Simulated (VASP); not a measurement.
# NiGe (F-43m) in VASP: notebook, part 2 of 2

VASP 6.6.1. The steps go on from the part before.

## Step 3: Single point, r2SCAN, collinear spin, ferromagnetic start

This run uses another cell than the first one, of 21.88 Å³/atom, 1.132 times its volume.

Input file POSCAR:

```
NiGe
1.0
    0.0000000000      2.7968722709      2.7968722709
    2.7968722709      0.0000000000      2.7968722709
    2.7968722709      2.7968722709      0.0000000000
Ni Ge
1 1
Direct
    0.0000000000      0.0000000000      0.0000000000
    0.2500000000      0.2500000000      0.2500000000
```

Input file INCAR.step1:

```
SYSTEM = NiGe
ALGO = Normal
EDIFF = 1E-4
ENCUT = 520
GGA = PE
ISMEAR = 0
ISPIN = 2
LASPH = .TRUE.
LCHARG = .FALSE.
LMAXMIX = 4
LREAL = .FALSE.
LWAVE = .TRUE.
MAGMOM = 2.5 0
NBANDS = 23
NELM = 150
PREC = Accurate
SIGMA = 0.1
```

Input file INCAR.step2:

```
SYSTEM = NiGe
ALGO = Normal
EDIFF = 1E-6
ENCUT = 520
ISIF = 2
ISMEAR = 0
ISPIN = 2
ISTART = 1
LASPH = .TRUE.
LCHARG = .FALSE.
LMAXMIX = 4
LMIXTAU = .TRUE.
LORBIT = 11
LREAL = .FALSE.
LWAVE = .FALSE.
MAGMOM = 2.5 0
METAGGA = R2SCAN
NBANDS = 23
NELM = 150
PREC = Accurate
SIGMA = 0.1
```

Input file KPOINTS:

```
k-points
0
G
  14 14 14
  0 0 0
```

Potentials or basis: VASP PAW PBE potentials, release 64 (Ni, Ge_d).

On the command line:

```sh
$ cat potpaw_PBE.64/Ni/POTCAR potpaw_PBE.64/Ge_d/POTCAR > POTCAR
$ cp INCAR.step1 INCAR
$ mpirun -np 1 vasp_std > vasp.out
$ cp INCAR.step2 INCAR
$ mpirun -np 1 vasp_std > vasp.out
```

OUTCAR:

```text
SYSTEM = NiGe
   EDIFF = 1E-6
   ENCUT = 520
   ISIF = 2
   ISMEAR = 0
   ISPIN = 2
   ISTART = 1
   LASPH = .TRUE.
   LORBIT = 11
   LREAL = .FALSE.
   METAGGA = R2SCAN
   NELM = 150
   PREC = Accurate

 ion  position               nearest neighbor table
   1  0.000  0.000  0.000-   2 2.42   2 2.42   2 2.42   2 2.42
   2  0.250  0.250  0.250-   1 2.42   1 2.42   1 2.42   1 2.42

  LATTYP: Found a face centered cubic cell.
 ALAT       =     5.5937445418

  Lattice vectors:

 A1 = (   0.0000000000,   2.7968722709,   2.7968722709)
 A2 = (   2.7968722709,   0.0000000000,   2.7968722709)
 A3 = (   2.7968722709,   2.7968722709,   0.0000000000)

[... 1465 lines left out ...]
 -----------------------------------------------------------------------------
  energy-cutoff  :      520.00
  volume of cell :       43.76
      direct lattice vectors                 reciprocal lattice vectors
     0.000000000  2.796872271  2.796872271    -0.178771124  0.178771124  0.178771124
     2.796872271  0.000000000  2.796872271     0.178771124 -0.178771124  0.178771124
     2.796872271  2.796872271  0.000000000     0.178771124  0.178771124 -0.178771124

 POSITION                                       TOTAL-FORCE (eV/Angst)
 -----------------------------------------------------------------------------------
      0.00000      0.00000      0.00000         0.000000      0.000000      0.000000
      1.39844      1.39844      1.39844        -0.000000     -0.000000     -0.000000
 -----------------------------------------------------------------------------------
    total drift:                                0.000034      0.000034      0.000034

  FREE ENERGIE OF THE ION-ELECTRON SYSTEM (eV)
  ---------------------------------------------------
  free  energy   TOTEN  =       -24.8421224754 eV

  energy  without entropy=      -24.8362604925  energy(sigma->0) =      -24.83919148

 total charge

# of ion       s       p       d       tot
------------------------------------------
    1        0.503   0.290   8.401   9.195
    2        1.174   1.051  10.018  12.243
--------------------------------------------------
tot          1.677   1.341  18.419  21.438

 magnetization (x)

# of ion       s       p       d       tot
------------------------------------------
    1       -0.000  -0.000  -0.000  -0.000
    2       -0.000   0.000   0.000   0.000
--------------------------------------------------
tot         -0.000   0.000  -0.000  -0.000
```

OSZICAR.step1:

```text
N       E                     dE             d eps       ncg     rms          rms(c)
DAV:   1     0.165550848947E+03    0.16555E+03   -0.10772E+04 11088   0.225E+03
DAV:   2     0.133492004803E+02   -0.15220E+03   -0.14355E+03  9715   0.482E+02
DAV:   3    -0.919717839894E+01   -0.22546E+02   -0.22306E+02 11164   0.111E+02
DAV:   4    -0.994028934273E+01   -0.74311E+00   -0.74276E+00 10870   0.216E+01
DAV:   5    -0.995745939297E+01   -0.17170E-01   -0.17170E-01 12391   0.335E+00    0.137E+01
DAV:   6    -0.172229890233E+02   -0.72655E+01   -0.65709E+01 11599   0.793E+01    0.273E+01
DAV:   7    -0.972516319418E+01    0.74978E+01   -0.10953E+01 11122   0.460E+01    0.735E+00
DAV:   8    -0.923730313173E+01    0.48786E+00   -0.21699E+00 11695   0.146E+01    0.216E+00
DAV:   9    -0.926827512975E+01   -0.30972E-01   -0.32956E-01 12958   0.409E+00    0.147E+00
DAV:  10    -0.927318187779E+01   -0.49067E-02   -0.15535E-02 11832   0.121E+00    0.424E-01
DAV:  11    -0.927143411517E+01    0.17478E-02   -0.12285E-02 13048   0.967E-01    0.295E-01
DAV:  12    -0.927188311036E+01   -0.44900E-03   -0.28041E-03 11476   0.424E-01    0.117E-01
DAV:  13    -0.927195466053E+01   -0.71550E-04   -0.14775E-04  6877   0.966E-02
   1 F= -.92719547E+01 E0= -.92688356E+01  d E =-.623817E-02  mag=     0.0001
```

It took 11 min on 1 thread of Intel Xeon 6975P-C, shared host; peak memory 0.31 GiB.

What came out:

```yaml
Free_energy: -24.8421 eV
Pressure: -11.4 GPa
Band_gap_on_the_k_mesh: zero (filled and empty bands overlap)
Net_moment: 0.00 μB per cell
Valence_electrons_inside_the_program's_atomic_spheres: Ni 9.20; Ge 12.24
```

Caveat: the starting moments collapsed, and a magnetic state may lie lower; the PAW data sets were made with another functional, which shifts forces and pressure a little.
